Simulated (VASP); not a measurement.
# Ir (Fd-3m) in VASP: notebook

The runs below take Ir through single point, with LDA.

Everything below comes from runs of VASP 6.6.1. Logs are shortened: lines on timing, memory, paths and dates and some standing lists are left out, and cuts for length are marked.

### Step 1. The cell of the first run

Symmetry: Fd-3m, No. 227, cubic system. The conventional cell has a = 4.567 Å, b = 4.567 Å, c = 4.567 Å, α = 90.00°, β = 90.00°, γ = 90.00°. Within 2.6 Å of Ir (site symmetry -43m) lie 4 Ir at 1.98 Å.

This isn't the form of Ir at room conditions, which is fcc.

### Step 2. Single point, LDA (11.91 Å³/atom)

File INCAR:

```
SYSTEM = Ir
PREC     = Accurate       ! precision mode
ENCUT    = 520            ! plane-wave cutoff, eV
EDIFF    = 1E-7           ! SCF threshold, eV
ISMEAR   = -1             ! smearing method
SIGMA    = 0.1            ! smearing width, eV
LREAL    = .False.        ! projectors in reciprocal space
LASPH    = .True.         ! aspherical terms in the spheres
NELM     = 60             ! most SCF steps
ALGO     = Normal         ! electronic algorithm
ISIF     = 2              ! what is computed and relaxed
LWAVE    = .False.        ! write WAVECAR
LCHARG   = .False.        ! write CHGCAR
GGA      = CA             ! functional
NBANDS   = 16             ! bands
```

File KPOINTS:

```
regular mesh
0
Gamma
  13 13 13
  0 0 0
```

File POSCAR:

```
Ir
1.0
    0.0000000000      2.2836419518      2.2836419518
    2.2836419518      0.0000000000      2.2836419518
    2.2836419518      2.2836419518      0.0000000000
Ir
2
Direct
   -0.1250000000     -0.1250000000     -0.1250000000
    0.1250000000      0.1250000000      0.1250000000
```

Potentials or basis: VASP PAW LDA potentials, release 64 (Ir).

Started as:

```
> cat potpaw_LDA.64/Ir/POTCAR > POTCAR
> mpirun -np 1 vasp_std > vasp.out
```

OUTCAR:

```text
SYSTEM = Ir
   PREC = Accurate
   ENCUT = 520
   EDIFF = 1E-7
   ISMEAR = -1
   LREAL = .False.
   LASPH = .True.
   NELM = 60
   ISIF = 2
   GGA = CA

 ion  position               nearest neighbor table
   1  0.875  0.875  0.875-   2 1.98   2 1.98   2 1.98   2 1.98
   2  0.125  0.125  0.125-   1 1.98   1 1.98   1 1.98   1 1.98

  LATTYP: Found a face centered cubic cell.
 ALAT       =     4.5672839036

  Lattice vectors:

 A1 = (   0.0000000000,   2.2836419518,   2.2836419518)
 A2 = (   2.2836419518,   0.0000000000,   2.2836419518)
 A3 = (   2.2836419518,   2.2836419518,   0.0000000000)

Analysis of symmetry for initial positions (statically):
=====================================================================
 Subroutine PRICEL returns:
 Original cell was already a primitive cell.

 Routine SETGRP: Setting up the symmetry group for a
 face centered cubic supercell.

 Subroutine GETGRP returns: Found 48 space group operations
 (whereof 12 operations were pure point group operations)
 out of a pool of 48 trial point group operations.

The static configuration has the point symmetry D_3d.
 The point group associated with its full space group is O_h .

Analysis of symmetry for dynamics (positions and initial velocities):
=====================================================================
 Subroutine PRICEL returns:
 Original cell was already a primitive cell.

 Routine SETGRP: Setting up the symmetry group for a
 face centered cubic supercell.

 Subroutine GETGRP returns: Found 48 space group operations
 (whereof 12 operations were pure point group operations)
 out of a pool of 48 trial point group operations.

The dynamic configuration has the point symmetry D_3d.
 The point group associated with its full space group is O_h .

 Subroutine INISYM returns: Found 48 space group operations
 (whereof 12 operations are pure point group operations),
 and found     1 'primitive' translations

----------------------------------------------------------------------------------------

                                     Primitive cell

  volume of cell :      23.8185

  direct lattice vectors                    reciprocal lattice vectors
     0.000000000  2.283641952  2.283641952    -0.218948509  0.218948509  0.218948509
     2.283641952  0.000000000  2.283641952     0.218948509 -0.218948509  0.218948509
     2.283641952  2.283641952  0.000000000     0.218948509  0.218948509 -0.218948509

  length of vectors
     3.229557420  3.229557420  3.229557420     0.379229941  0.379229941  0.379229941

  position of ions in fractional coordinates (direct lattice)
     0.875000000  0.875000000  0.875000000
     0.125000000  0.125000000  0.125000000

  ion indices of the primitive-cell ions
   primitive index   ion index
                 1           1
                 2           2

----------------------------------------------------------------------------------------

 KPOINTS: regular mesh

Automatic generation of k-mesh.
 Grid dimensions read from file:
 generate k-points for:   13   13   13

 Generating k-lattice:

  Cartesian coordinates                     Fractional coordinates (reciprocal lattice)
    -0.016842193  0.016842193  0.016842193     0.076923077  0.000000000  0.000000000
     0.016842193 -0.016842193  0.016842193     0.000000000  0.076923077  0.000000000
     0.016842193  0.016842193 -0.016842193     0.000000000  0.000000000  0.076923077

  Length of vectors
     0.029171534  0.029171534  0.029171534

  Shift w.r.t. Gamma in fractional coordinates (k-lattice)
     0.000000000  0.000000000  0.000000000

 Subroutine IBZKPT returns following result:
 ===========================================

 Found     84 irreducible k-points:

 Following reciprocal coordinates:
            Coordinates               Weight
  0.000000  0.000000  0.000000      1.000000
  0.076923  0.000000  0.000000      8.000000
  0.153846  0.000000  0.000000      8.000000
  0.230769  0.000000  0.000000      8.000000
  0.307692  0.000000  0.000000      8.000000
  0.384615  0.000000  0.000000      8.000000
[... 16 lines left out ...]
  0.384615  0.153846  0.000000     24.000000
  0.461538  0.153846  0.000000     24.000000
 [... further k-points ...]
   k-points           NKPTS =     84   k-points in BZ     NKDIM =     84   number of bands    NBANDS=     16
   number of dos      NEDOS =    301   number of ions     NIONS =      2
   total plane-waves  NPLWV =  13824
   dimension x,y,z NGX =    24 NGY =   24 NGZ =   24
   dimension x,y,z NGXF=    48 NGYF=   48 NGZF=   48
   ions per type =               2
   NGX,Y,Z   is equivalent  to a cutoff of  12.35, 12.35, 12.35 a.u.
   NGXF,Y,Z  is equivalent  to a cutoff of  24.71, 24.71, 24.71 a.u.
 SYSTEM =  Ir
   PREC   = accura    normal or accurate (medium, high low for compatibility)
   ISTART =      0    job   : 0-new  1-cont  2-samecut
   ICHARG =      2    charge: 1-file 2-atom 10-const
   ISPIN  =      1    spin polarized calculation?
   LNONCOLLINEAR =      F non collinear calculations
   LSORBIT =      F    spin-orbit coupling
   LASPH  =      T    aspherical Exc in radial PAW
   ENCUT  =  520.0 eV  38.22 Ry    6.18 a.u.   6.00  6.00  6.00*2*pi/ulx,y,z
   NELM   =     60;   NELMIN=  2; NELMDL= -5     # of ELM steps
   EDIFF  = 0.1E-06   stopping-criterion for ELM
   LREAL  =      F    real-space projection
   EDIFFG = 0.1E-05   stopping-criterion for IOM
   NSW    =      0    number of steps for IOM
   IBRION =     -1    ionic relax: 0-MD 1-quasi-New 2-CG
   NFREE  =      0    steps in history (QN), initial steepest desc. (CG)
   ISIF   =      2    stress and relaxation
   ISYM   =      2    0-nonsym 1-usesym 2-fastsym
   POTIM  = 0.5000    time-step for ionic-motion
   TEBEG  =    0.0;   TEEND  =   0.0 temperature during run
   PSTRESS=    0.0 pullay stress
   NELECT =      18.0000    total number of electrons
   NUPDOWN=      -1.0000    fix difference up-down
   EMIN   =  10.00;   EMAX   =-10.00  energy-range for DOS
   EFERMI =   0.00;   METHOD = LEGACY
   ISMEAR =    -1;   SIGMA  =   0.10  broadening in eV -4-tet -1-fermi 0-gaus
   EFERMI_NEDOS =   21; number of points for ismear=-14 and -15
   IALGO  =     38    algorithm
   IMIX   =      4    mixing-type and parameters
     AMIX     =   0.40;   BMIX     =  1.00
     AMIX_MAG =   1.60;   BMIX_MAG =  1.00
  volume/ion in A,a.u.               =      11.91        80.37
  Fermi-wavevector in a.u.,A,eV,Ry     =   1.491172  2.817906 30.253820  2.223593
  Thomas-Fermi vector in A             =   2.603861
   LORBIT       =      0    0 simple, 1 ext, 2 COOP (PROOUT), +10 PAW based schemes
   GGA     = CA    functional components
   LHFCALC =     F    Hartree Fock is set to
   AEXX    =    0.0000 exact exchange contribution
   IVDW    =     0    specifies the selected vdW correction
   LEPSILON=     F    determine dielectric tensor
   LRPA    =     F    only Hartree local field effects (RPA)
 non-spin polarized calculation
  energy-cutoff  :      520.00
  volume of cell :       23.82
 maximum number of plane-waves:       654
   NGX = 13   NGY = 13   NGZ = 13

 number of electron      18.0000002 magnetization

 Free energy of the ion-electron system (eV)
  ---------------------------------------------------
  ext. energy  EPLUGINS =         0.00000000
  ---------------------------------------------------
  free energy    TOTEN  =        -5.66868507 eV

  energy without entropy =       -5.64057077  energy(sigma->0) =       -5.65462792

 E-fermi :  14.4945     XC(G=0): -14.7065

 val. band max:       14.4908738602   @ k =   0.4615   0.3846   0.0769
 cond. band min:      14.5422312762   @ k =   0.3846   0.3846   0.0000
 fundamental gap:      0.0513574159
 Fermi energy:        14.4944819799

 k-point     1 :       0.0000    0.0000    0.0000
  band No.  band energies     occupation
      1       1.6742      2.00000
      2       3.6659      2.00000
      3       3.6659      2.00000
      4       6.1544      2.00000
      5       6.1544      2.00000
      6       6.1544      2.00000
[... 8 lines left out ...]
     15      27.7687      0.00000
     16      29.5016      0.00000

 k-point     2 :       0.0769    0.0000    0.0000
  band No.  band energies     occupation
      1       1.8724      2.00000
      2       3.5844      2.00000
      3       3.5844      2.00000
      4       6.1013      2.00000
      5       6.3216      2.00000
      6       6.3216      2.00000
[... 8 lines left out ...]
     15      28.8495      0.00000
     16      29.8848      0.00000

 k-point     3 :       0.1538    0.0000    0.0000
  band No.  band energies     occupation
      1       2.4257      2.00000
      2       3.4459      2.00000
      3       3.4459      2.00000
      4       5.9724      2.00000
      5       6.6373      2.00000
      6       6.6373      2.00000
[... 8 lines left out ...]
     15      29.5396      0.00000
     16      30.5601      0.00000

 k-point     4 :       0.2308    0.0000    0.0000
  band No.  band energies     occupation
      1       3.1784      2.00000
      2       3.4023      2.00000
      3       3.4023      2.00000
      4       5.8500      2.00000
      5       6.7410      2.00000
      6       6.7410      2.00000
[... 8 lines left out ...]
     15      28.6781      0.00000
     16      32.2275      0.00000
[... 324 lines left out ...]
 k-point    22 :       0.3077    0.1538    0.0000
  band No.  band energies     occupation
      1       2.4406      2.00000
      2       3.9505      2.00000
      3       4.6154      2.00000
      4       5.6899      2.00000
      5       5.7956      2.00000
      6       7.7935      2.00000
[... 8 lines left out ...]
     15      29.4465      0.00000
     16      30.1520      0.00000

 k-point    23 :       0.3846    0.1538    0.0000
  band No.  band energies     occupation
      1       2.5405      2.00000
      2       3.9639      2.00000
      3       4.8937      2.00000
      4       5.3987      2.00000
      5       5.9625      2.00000
      6       7.6249      2.00000
[... 8 lines left out ...]
     15      28.7840      0.00000
     16      30.1214      0.00000

 k-point    24 :       0.4615    0.1538    0.0000
  band No.  band energies     occupation
      1       2.7134      2.00000
      2       3.8058      2.00000
      3       4.6972      2.00000
      4       5.4599      2.00000
      5       6.2230      2.00000
      6       7.2523      2.00000
[... 8 lines left out ...]
     15      27.7019      0.00000
     16      31.2951      0.00000

 [... further k-points ...]

------------------------ aborting loop because EDIFF is reached ----------------------------------------

  FORCE on cell =-STRESS in cart. coord.  units (eV):
  Direction    XX          YY          ZZ          XY          YZ          ZX
  --------------------------------------------------------------------------------------
  -------------------------------------------------------------------------------------
  Total       54.6319577     54.6319577     54.6319577      0.0000000      0.0000000     -0.0000000
  in kB     3674.8812679   3674.8812679   3674.8812679      0.0000000      0.0000000     -0.0000000
  external PRESSURE =    3674.8812679 kB  Pullay stress =       0.0000000 kB

 VOLUME and BASIS-vectors are now :
 -----------------------------------------------------------------------------
  energy-cutoff  :      520.00
  volume of cell :       23.82
      direct lattice vectors                 reciprocal lattice vectors
     0.000000000  2.283641952  2.283641952    -0.218948509  0.218948509  0.218948509
     2.283641952  0.000000000  2.283641952     0.218948509 -0.218948509  0.218948509
     2.283641952  2.283641952  0.000000000     0.218948509  0.218948509 -0.218948509

 POSITION                                       TOTAL-FORCE (eV/Angst)
 -----------------------------------------------------------------------------------
      3.99637      3.99637      3.99637         0.000000      0.000000      0.000000
      0.57091      0.57091      0.57091        -0.000000     -0.000000     -0.000000
 -----------------------------------------------------------------------------------
    total drift:                                0.000000      0.000000      0.000000

  FREE ENERGIE OF THE ION-ELECTRON SYSTEM (eV)
  ---------------------------------------------------
  free  energy   TOTEN  =        -5.6686850713 eV

  energy  without entropy=       -5.6405707717  energy(sigma->0) =       -5.65462792
```

Wall time 19 s (1 thread of AMD EPYC 7R13 (Zen 3), shared host); peak memory 0.12 GiB.

Results:

| Quantity | Value |
| --- | --- |
| Free energy | -5.6687 eV |
| Pressure | 367.5 GPa |
| Band gap on the k mesh | zero (bands 9 and 10 overlap by 3.55 eV) |

Levels at points of the mesh, in eV from the Fermi level:
```csv
k point,band 7,band 8,band 9,band 10,band 11,band 12
"(0.00, 0.00, 0.00)",-3.25,-3.25,-3.25,3.05,3.05,11.57
```

Caveat: the cell stands under pressure; spin-orbit coupling is left out, which moves the levels of the heavy elements.

### Step 3. Single point, LDA (11.91 Å³/atom)

File INCAR:

```
SYSTEM = Ir
  PREC = Accurate
  ENCUT = 520
  EDIFF = 1E-7
  ISMEAR = -1
  SIGMA = 0.1
  LREAL = .False.
  LASPH = .True.
  NELM = 60
  ALGO = Normal
  ISIF = 2
  LWAVE = .False.
  LCHARG = .False.
  NBANDS = 16
```

KPOINTS is that of step 2.

POSCAR is that of step 2.

Potentials or basis: VASP PAW LDA potentials, release 64 (Ir).

Started as:

```
> cat potpaw_LDA.64/Ir/POTCAR > POTCAR
> mpirun -np 1 vasp_std > vasp.out
```

Wall time 20 s (1 thread of AMD EPYC 7R13 (Zen 3), shared host); peak memory 0.12 GiB.

It converged, with:

- Free energy: -5.6687 eV
- Pressure: 367.5 GPa
- Band gap on the k mesh: zero (bands 9 and 10 overlap by 3.55 eV)

Levels at points of the mesh, in eV from the Fermi level:
| k point | band 5 | band 6 | band 7 | band 8 | band 9 | band 10 | band 11 | band 12 | band 13 | band 14 |
| --- | --- | --- | --- | --- | --- | --- | --- | --- | --- | --- |
| (0.00, 0.00, 0.00) | -8.34 | -8.34 | -3.25 | -3.25 | -3.25 | 3.05 | 3.05 | 11.57 | 13.27 | 13.27 |

Caveat: the cell stands under pressure; spin-orbit coupling is left out, which moves the levels of the heavy elements.

(Continued in part 2 of 2.)
